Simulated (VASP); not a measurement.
Crystal: Au.

```xyz
1
Lattice="0.0000 2.0350 2.0350 2.0350 0.0000 2.0350 2.0350 2.0350 0.0000" Properties=species:S:1:pos:R:3 pbc="T T T"
Au    0.0000    0.0000    0.0000
```

```yaml
Program: VASP 6.6.1
Task: relaxation of cell and atoms
Functional: LDA
Potentials_or_basis: VASP PAW LDA potentials, release 64 (Au)
Cutoff: 600 eV
k_mesh: 7 × 7 × 7
Occupations: fermi-dirac, width 0.05 eV
Spin: no spin polarisation
```

At the start: pressure -2.7 GPa; volume 16.85 Å³/atom.

**Question.** How do energy, volume and symmetry change on relaxing?

**Answer.** Over 3 steps the energy falls by 2.1 meV/atom and the volume is 16.61 Å³/atom (-1.4 %); space group Fm-3m (No. 225, to 0.1 Å) before and after.

Step by step:
```tsv
step	energy change (eV)	largest force (eV/Å)	pressure (GPa)	volume (Å³)
1	0.0000	0.0000	-2.74	16.85
2	0.0057	0.0000	5.75	16.16
3	-0.0021	0.0000	-0.02	16.61
```

Final structure:
```
Au
1.0
     0.00000    2.02520    2.02520
     2.02520    0.00000    2.02520
     2.02520    2.02520    0.00000
Au
1
Cartesian
  0.0000 0.0000 0.0000
```

Caveat: the k points lie up to 0.38 Å⁻¹ apart in the final cell, too coarse for converged energies and pressures of a metal.
